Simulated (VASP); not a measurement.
# Na (Im-3m) in VASP: further runs

Runs on Na. Level: r2SCAN. Tasks: single point.

Everything below comes from runs of VASP 6.6.1. Logs are shortened: lines on timing, memory, paths and dates and some standing lists are left out, and cuts for length are marked.

## Step 1: The cell of the first run

Symmetry: Im-3m, No. 229, cubic system. The conventional cell has a = 4.225 Å, b = 4.225 Å, c = 4.225 Å, α = 90.00°, β = 90.00°, γ = 90.00°. Within 4.8 Å of Na (site symmetry m-3m) lie 14 Na at 3.66 to 4.22 Å.

## Step 2: Single point, r2SCAN

File POSCAR:

```
Na
1.0
   -2.1125000000      2.1125000000      2.1125000000
    2.1125000000     -2.1125000000      2.1125000000
    2.1125000000      2.1125000000     -2.1125000000
Na
1
Direct
    0.0000000000      0.0000000000      0.0000000000
```

File INCAR.step1:

```
SYSTEM = Na
PREC = Accurate
ENCUT = 520
ISMEAR = -1
SIGMA = 0.1
LREAL = .FALSE.
LASPH = .TRUE.
NELM = 80
NBANDS = 10
GGA = PE
ALGO = Normal
EDIFF = 1E-4
LWAVE = .TRUE.
LCHARG = .FALSE.
```

File INCAR.step2:

```
SYSTEM = Na
PREC = Accurate
ENCUT = 520
EDIFF = 1E-7
ISMEAR = -1
SIGMA = 0.1
LREAL = .FALSE.
LASPH = .TRUE.
NELM = 80
ALGO = Normal
ISIF = 2
LWAVE = .FALSE.
LCHARG = .FALSE.
METAGGA = R2SCAN
LMIXTAU = .TRUE.
NBANDS = 10
ISTART = 1
```

File KPOINTS:

```
Automatic mesh
0
G
  11 11 11
  0 0 0
```

Potentials or basis: VASP PAW PBE potentials, release 64 (Na_pv).

Launch:

```sh
$ cat potpaw_PBE.64/Na_pv/POTCAR > POTCAR
$ cp INCAR.step1 INCAR
$ mpirun -np 1 vasp_std > vasp.out
$ cp INCAR.step2 INCAR
$ mpirun -np 1 vasp_std > vasp.out
```

OUTCAR:

```text
SYSTEM = Na
   PREC = Accurate
   ENCUT = 520
   EDIFF = 1E-7
   ISMEAR = -1
   LREAL = .FALSE.
   LASPH = .TRUE.
   NELM = 80
   ISIF = 2
   METAGGA = R2SCAN
   ISTART = 1

 ion  position               nearest neighbor table
   1  0.000  0.000  0.000-

  LATTYP: Found a body centered cubic cell.
 ALAT       =     4.2250000000

  Lattice vectors:

 A1 = (  -2.1125000000,   2.1125000000,   2.1125000000)
 A2 = (   2.1125000000,  -2.1125000000,   2.1125000000)
 A3 = (   2.1125000000,   2.1125000000,  -2.1125000000)

Analysis of symmetry for initial positions (statically):
=====================================================================
 Subroutine PRICEL returns:
 Original cell was already a primitive cell.

 Routine SETGRP: Setting up the symmetry group for a
 body centered cubic supercell.

 Subroutine GETGRP returns: Found 48 space group operations
 (whereof 48 operations were pure point group operations)
 out of a pool of 48 trial point group operations.

The static configuration has the point symmetry O_h .

Analysis of symmetry for dynamics (positions and initial velocities):
=====================================================================
 Subroutine PRICEL returns:
 Original cell was already a primitive cell.

 Routine SETGRP: Setting up the symmetry group for a
 body centered cubic supercell.

 Subroutine GETGRP returns: Found 48 space group operations
 (whereof 48 operations were pure point group operations)
 out of a pool of 48 trial point group operations.

The dynamic configuration has the point symmetry O_h .

 Subroutine INISYM returns: Found 48 space group operations
 (whereof 48 operations are pure point group operations),
 and found     1 'primitive' translations

----------------------------------------------------------------------------------------

                                     Primitive cell

  volume of cell :      37.7094

  direct lattice vectors                    reciprocal lattice vectors
    -2.112500000  2.112500000  2.112500000     0.000000000  0.236686391  0.236686391
     2.112500000 -2.112500000  2.112500000     0.236686391  0.000000000  0.236686391
     2.112500000  2.112500000 -2.112500000     0.236686391  0.236686391  0.000000000

  length of vectors
     3.658957331  3.658957331  3.658957331     0.334725104  0.334725104  0.334725104

  position of ions in fractional coordinates (direct lattice)
     0.000000000  0.000000000  0.000000000

  ion indices of the primitive-cell ions
   primitive index   ion index
                 1           1

----------------------------------------------------------------------------------------

 KPOINTS: Automatic mesh

Automatic generation of k-mesh.
 Grid dimensions read from file:
 generate k-points for:   11   11   11

 Generating k-lattice:

  Cartesian coordinates                     Fractional coordinates (reciprocal lattice)
     0.000000000  0.021516945  0.021516945     0.090909091  0.000000000  0.000000000
     0.021516945  0.000000000  0.021516945     0.000000000  0.090909091  0.000000000
     0.021516945  0.021516945  0.000000000     0.000000000  0.000000000  0.090909091

  Length of vectors
     0.030429555  0.030429555  0.030429555

  Shift w.r.t. Gamma in fractional coordinates (k-lattice)
     0.000000000  0.000000000  0.000000000

 Subroutine IBZKPT returns following result:
 ===========================================

 Found     56 irreducible k-points:

 Following reciprocal coordinates:
            Coordinates               Weight
  0.000000  0.000000  0.000000      1.000000
  0.090909  0.000000  0.000000     12.000000
  0.181818  0.000000  0.000000     12.000000
  0.272727  0.000000  0.000000     12.000000
  0.363636  0.000000  0.000000     12.000000
  0.454545  0.000000  0.000000     12.000000
[... 16 lines left out ...]
  0.272727  0.181818  0.090909     48.000000
  0.363636  0.181818  0.090909     24.000000
 [... further k-points ...]
   k-points           NKPTS =     56   k-points in BZ     NKDIM =     56   number of bands    NBANDS=     10
   number of dos      NEDOS =    301   number of ions     NIONS =      1
   total plane-waves  NPLWV =  21952
   dimension x,y,z NGX =    28 NGY =   28 NGZ =   28
   dimension x,y,z NGXF=    56 NGYF=   56 NGZF=   56
   ions per type =               1
   NGX,Y,Z   is equivalent  to a cutoff of  12.72, 12.72, 12.72 a.u.
   NGXF,Y,Z  is equivalent  to a cutoff of  25.44, 25.44, 25.44 a.u.
 SYSTEM =  Na
   PREC   = accura    normal or accurate (medium, high low for compatibility)
   ISTART =      1    job   : 0-new  1-cont  2-samecut
   ICHARG =      0    charge: 1-file 2-atom 10-const
   ISPIN  =      1    spin polarized calculation?
   LNONCOLLINEAR =      F non collinear calculations
   LSORBIT =      F    spin-orbit coupling
   LASPH  =      T    aspherical Exc in radial PAW
   ENCUT  =  520.0 eV  38.22 Ry    6.18 a.u.   6.80  6.80  6.80*2*pi/ulx,y,z
   NELM   =     80;   NELMIN=  2; NELMDL=  0     # of ELM steps
   EDIFF  = 0.1E-06   stopping-criterion for ELM
   LREAL  =      F    real-space projection
   EDIFFG = 0.1E-05   stopping-criterion for IOM
   NSW    =      0    number of steps for IOM
   IBRION =     -1    ionic relax: 0-MD 1-quasi-New 2-CG
   NFREE  =      0    steps in history (QN), initial steepest desc. (CG)
   ISIF   =      2    stress and relaxation
   ISYM   =      2    0-nonsym 1-usesym 2-fastsym
   POTIM  = 0.5000    time-step for ionic-motion
   TEBEG  =    0.0;   TEEND  =   0.0 temperature during run
   PSTRESS=    0.0 pullay stress
   NELECT =       7.0000    total number of electrons
   NUPDOWN=      -1.0000    fix difference up-down
   EMIN   =  10.00;   EMAX   =-10.00  energy-range for DOS
   EFERMI =   0.00;   METHOD = LEGACY
   ISMEAR =    -1;   SIGMA  =   0.10  broadening in eV -4-tet -1-fermi 0-gaus
   EFERMI_NEDOS =   21; number of points for ismear=-14 and -15
   IALGO  =     38    algorithm
   IMIX   =      4    mixing-type and parameters
     AMIX     =   0.40;   BMIX     =  1.00
     AMIX_MAG =   1.60;   BMIX_MAG =  1.00
  volume/ion in A,a.u.               =      37.71       254.48
  Fermi-wavevector in a.u.,A,eV,Ry     =   0.933879  1.764776 11.866059  0.872131
  Thomas-Fermi vector in A             =   2.060627
   LORBIT       =      0    0 simple, 1 ext, 2 COOP (PROOUT), +10 PAW based schemes
   METAGGA = R2SCAN    functional components
   LHFCALC =     F    Hartree Fock is set to
   AEXX    =    0.0000 exact exchange contribution
   IVDW    =     0    specifies the selected vdW correction
   LEPSILON=     F    determine dielectric tensor
   LRPA    =     F    only Hartree local field effects (RPA)
 non-spin polarized calculation
  energy-cutoff  :      520.00
  volume of cell :       37.71
 maximum number of plane-waves:      1027
   NGX = 13   NGY = 13   NGZ = 13

 number of electron       7.0000011 magnetization

 Free energy of the ion-electron system (eV)
  ---------------------------------------------------
  ext. energy  EPLUGINS =         0.00000000
  ---------------------------------------------------
  free energy    TOTEN  =        -3.56300002 eV

  energy without entropy =       -3.54978528  energy(sigma->0) =       -3.55639265

 E-fermi :   0.3267     XC(G=0):  -6.8707

 val. band max:        0.2664125502   @ k =  -0.3636   0.4545   0.0909
 cond. band min:       0.4096182362   @ k =   0.1818   0.1818   0.1818
 fundamental gap:      0.1432056860
 Fermi energy:         0.3267268134

 k-point     1 :       0.0000    0.0000    0.0000
  band No.  band energies     occupation
      1     -25.7260      2.00000
      2     -25.7260      2.00000
      3     -25.7258      2.00000
      4      -3.1532      2.00000
      5      12.6055      0.00000
      6      12.6061      0.00000
      7      12.6061      0.00000
      8      13.8072      0.00000
      9      13.8072      0.00000
     10      14.4149      0.00000

 k-point     2 :       0.0909    0.0000    0.0000
  band No.  band energies     occupation
      1     -25.7286      2.00000
      2     -25.7268      2.00000
      3     -25.7260      2.00000
      4      -2.9995      2.00000
      5      10.9168      0.00000
      6      11.7733      0.00000
      7      12.1827      0.00000
      8      12.8315      0.00000
      9      13.1644      0.00000
     10      14.9778      0.00000

 k-point     3 :       0.1818    0.0000    0.0000
  band No.  band energies     occupation
      1     -25.7359      2.00000
      2     -25.7293      2.00000
      3     -25.7260      2.00000
      4      -2.5411      2.00000
      5       8.4412      0.00000
      6      10.6765      0.00000
      7      11.4706      0.00000
      8      11.8097      0.00000
      9      12.8045      0.00000
     10      15.1228      0.00000

 k-point     4 :       0.2727    0.0000    0.0000
  band No.  band energies     occupation
      1     -25.7454      2.00000
      2     -25.7325      2.00000
      3     -25.7260      2.00000
      4      -1.7857      2.00000
      5       6.1355      0.00000
      6       9.8098      0.00000
      7      10.8630      0.00000
      8      11.0336      0.00000
      9      12.2624      0.00000
     10      15.7172      0.00000
[... 222 lines left out ...]
 k-point    22 :       0.1818    0.1818    0.0909
  band No.  band energies     occupation
      1     -25.7519      2.00000
      2     -25.7344      2.00000
      3     -25.7302      2.00000
      4      -0.6006      1.99981
      5       5.2989      0.00000
      6       5.9950      0.00000
      7       8.0141      0.00000
      8      14.5765      0.00000
      9      15.2774      0.00000
     10      16.5523      0.00000

 k-point    23 :       0.2727    0.1818    0.0909
  band No.  band energies     occupation
      1     -25.7535      2.00000
      2     -25.7389      2.00000
      3     -25.7310      2.00000
      4       0.5496      0.19443
      5       3.6825      0.00000
      6       5.3559      0.00000
      7       7.5094      0.00000
      8      14.5433      0.00000
      9      15.7875      0.00000
     10      16.6748      0.00000

 k-point    24 :       0.3636    0.1818    0.0909
  band No.  band energies     occupation
      1     -25.7536      2.00000
      2     -25.7411      2.00000
      3     -25.7312      2.00000
      4       1.6755      0.00000
      5       2.3420      0.00000
      6       5.1917      0.00000
      7       7.3490      0.00000
      8      14.4611      0.00000
      9      15.9290      0.00000
     10      17.0301      0.00000

 [... further k-points ...]
[... 5 lines left out ...]
  --------------------------------------------------------------------------------------
  -------------------------------------------------------------------------------------
  Total        0.0210602      0.0210602      0.0210602     -0.0000000      0.0000000      0.0000000
  in kB        0.8947950      0.8947950      0.8947950     -0.0000000      0.0000000      0.0000000
  external PRESSURE =       0.8947950 kB  Pullay stress =       0.0000000 kB

 VOLUME and BASIS-vectors are now :
 -----------------------------------------------------------------------------
  energy-cutoff  :      520.00
  volume of cell :       37.71
      direct lattice vectors                 reciprocal lattice vectors
    -2.112500000  2.112500000  2.112500000     0.000000000  0.236686391  0.236686391
     2.112500000 -2.112500000  2.112500000     0.236686391  0.000000000  0.236686391
     2.112500000  2.112500000 -2.112500000     0.236686391  0.236686391  0.000000000

 POSITION                                       TOTAL-FORCE (eV/Angst)
 -----------------------------------------------------------------------------------
      0.00000      0.00000      0.00000         0.000000     -0.000000      0.000000
 -----------------------------------------------------------------------------------
    total drift:                               -0.000000     -0.000000     -0.000000

  FREE ENERGIE OF THE ION-ELECTRON SYSTEM (eV)
  ---------------------------------------------------
  free  energy   TOTEN  =        -3.5630000175 eV

  energy  without entropy=       -3.5497852773  energy(sigma->0) =       -3.55639265
```

Wall time 2.1 min (1 thread of Intel Xeon 8259CL, shared host); peak memory 0.16 GiB.

Results:

| Item | Value |
| --- | --- |
| Free energy | -3.5630 eV |
| Pressure | 0.1 GPa |
| Band gap on the k mesh | zero (an odd number of electrons rules out a gap without spin polarisation) |

Levels at points of the mesh, in eV from the Fermi level:
```
           k point  band 1  band 2  band 3  band 4  band 5  band 6  band 7  band 8
(0.00, 0.00, 0.00)  -26.05  -26.05  -26.05   -3.48   12.28   12.28   12.28   13.48
```

Caveat: the PAW data sets were made with another functional, which shifts forces and pressure a little.

## Step 3: Single point, r2SCAN

POSCAR is that of step 2.

File INCAR.step1:

```
PREC = Accurate
ENCUT = 520
ISMEAR = -1
SIGMA = 0.01
LREAL = False
LASPH = True
NELM = 60
NBANDS = 10
GGA = PE
ALGO = Normal
EDIFF = 1E-4
LWAVE = True
LCHARG = False
```

File INCAR.step2:

```
PREC = Accurate
ENCUT = 520
EDIFF = 1E-7
ISMEAR = -1
SIGMA = 0.01
LREAL = False
LASPH = True
NELM = 60
ALGO = Normal
ISIF = 2
LWAVE = False
LCHARG = False
METAGGA = R2SCAN
LMIXTAU = True
NBANDS = 10
ISTART = 1
```

File KPOINTS:

```
regular mesh
0
Gamma
  11 11 11
```

Potentials or basis: VASP PAW PBE potentials, release 64 (Na_pv).

Launch:

```sh
$ cat potpaw_PBE.64/Na_pv/POTCAR > POTCAR
$ cp INCAR.step1 INCAR
$ mpirun -np 1 vasp_std > vasp.out
$ cp INCAR.step2 INCAR
$ mpirun -np 1 vasp_std > vasp.out
```

OUTCAR:

```text
PREC = Accurate
   ENCUT = 520
   EDIFF = 1E-7
   ISMEAR = -1
   LREAL = False
   LASPH = True
   NELM = 60
   ISIF = 2
   METAGGA = R2SCAN
   ISTART = 1

 ion  position               nearest neighbor table
   1  0.000  0.000  0.000-

  LATTYP: Found a body centered cubic cell.
 ALAT       =     4.2250000000

  Lattice vectors:

 A1 = (  -2.1125000000,   2.1125000000,   2.1125000000)
 A2 = (   2.1125000000,  -2.1125000000,   2.1125000000)
[... 488 lines left out ...]
      8      14.4603      0.00000
      9      15.9280      0.00000
     10      17.0291      0.00000

 [... further k-points ...]

------------------------ aborting loop because EDIFF is reached ----------------------------------------

  FORCE on cell =-STRESS in cart. coord.  units (eV):
  Direction    XX          YY          ZZ          XY          YZ          ZX
  --------------------------------------------------------------------------------------
  -------------------------------------------------------------------------------------
  Total        0.0175258      0.0175258      0.0175258      0.0000000      0.0000000     -0.0000000
  in kB        0.7446253      0.7446253      0.7446253      0.0000000      0.0000000     -0.0000000
  external PRESSURE =       0.7446253 kB  Pullay stress =       0.0000000 kB

 VOLUME and BASIS-vectors are now :
 -----------------------------------------------------------------------------
  energy-cutoff  :      520.00
  volume of cell :       37.71
      direct lattice vectors                 reciprocal lattice vectors
    -2.112500000  2.112500000  2.112500000     0.000000000  0.236686391  0.236686391
     2.112500000 -2.112500000  2.112500000     0.236686391  0.000000000  0.236686391
     2.112500000  2.112500000 -2.112500000     0.236686391  0.236686391  0.000000000

 POSITION                                       TOTAL-FORCE (eV/Angst)
 -----------------------------------------------------------------------------------
      0.00000      0.00000      0.00000         0.000000      0.000000     -0.000000
 -----------------------------------------------------------------------------------
    total drift:                               -0.000000     -0.000000     -0.000000

  FREE ENERGIE OF THE ION-ELECTRON SYSTEM (eV)
  ---------------------------------------------------
  free  energy   TOTEN  =        -3.5566916107 eV

  energy  without entropy=       -3.5563327767  energy(sigma->0) =       -3.55651219
```

OUTCAR.step1:

```text
PREC = Accurate
   ENCUT = 520
   ISMEAR = -1
   LREAL = False
   LASPH = True
   NELM = 60
[... 526 lines left out ...]
 POSITION                                       TOTAL-FORCE (eV/Angst)
 -----------------------------------------------------------------------------------
      0.00000      0.00000      0.00000        -0.000000      0.000000     -0.000000
 -----------------------------------------------------------------------------------
    total drift:                               -0.000000     -0.000000     -0.000000

  FREE ENERGIE OF THE ION-ELECTRON SYSTEM (eV)
  ---------------------------------------------------
  free  energy   TOTEN  =        -1.3133484812 eV

  energy  without entropy=       -1.3129896408  energy(sigma->0) =       -1.31316906
```

Wall time 1.8 min (1 thread of Intel Xeon 8259CL, shared host); peak memory 0.16 GiB.

Results:

```yaml
Free_energy: -3.5567 eV
Pressure: 0.1 GPa
Band_gap_on_the_k_mesh: zero (an odd number of electrons rules out a gap without spin polarisation)
```

Caveat: the PAW data sets were made with another functional, which shifts forces and pressure a little.

## Step 4: Single point, r2SCAN

POSCAR is that of step 3.

Changes to INCAR.step1 since step 3:

```diff
@@ -3,6 +3,6 @@
 ISMEAR = -1
-SIGMA = 0.01
+SIGMA = 0.03
 LREAL = False
 LASPH = True
-NELM = 60
+NELM = 80
 NBANDS = 10
```

Changes to INCAR.step2 since step 3:

```diff
@@ -4,6 +4,6 @@
 ISMEAR = -1
-SIGMA = 0.01
+SIGMA = 0.03
 LREAL = False
 LASPH = True
-NELM = 60
+NELM = 80
 ALGO = Normal
```

KPOINTS is that of step 3.

Launch:

```sh
$ cat potpaw_PBE.64/Na_pv/POTCAR > POTCAR
$ cp INCAR.step1 INCAR
$ mpirun -np 1 vasp_std > vasp.out
$ cp INCAR.step2 INCAR
$ mpirun -np 1 vasp_std > vasp.out
```

It took 2.1 min on 1 thread of Intel Xeon 8259CL, shared host; peak memory 0.16 GiB.

Results (log left out):

```
Free energy            : -3.5574 eV
Pressure               : 0.1 GPa
Band gap on the k mesh : zero (an odd number of electrons rules out a gap without spin polarisation)
```

Levels at points of the mesh, in eV from the Fermi level:
```
           k point  band 1  band 2  band 3  band 4  band 5  band 6  band 7
(0.00, 0.00, 0.00)  -26.03  -26.03  -26.03   -3.46   12.30   12.30   12.30
```

Caveat: the PAW data sets were made with another functional, which shifts forces and pressure a little.

## Step 5: The runs side by side

| smearing | gap on the mesh (eV) | pressure (GPa) |
| --- | --- | --- |
| fermi-dirac 0.1 eV | none | 0.1 |
| fermi-dirac 0.01 eV | none | 0.1 |
| fermi-dirac 0.03 eV | none | 0.1 |

Alike in all rows: task single point; level r2SCAN; potentials or basis VASP PAW PBE potentials, release 64 (Na_pv); no spin polarisation; cell as given; k mesh 11 × 11 × 11; cutoff (eV) 520.

Caveats: the PAW data sets were made with another functional, which shifts forces and pressure a little.

Total energies depend on the potentials used, so only differences within one code and one set of settings carry meaning.
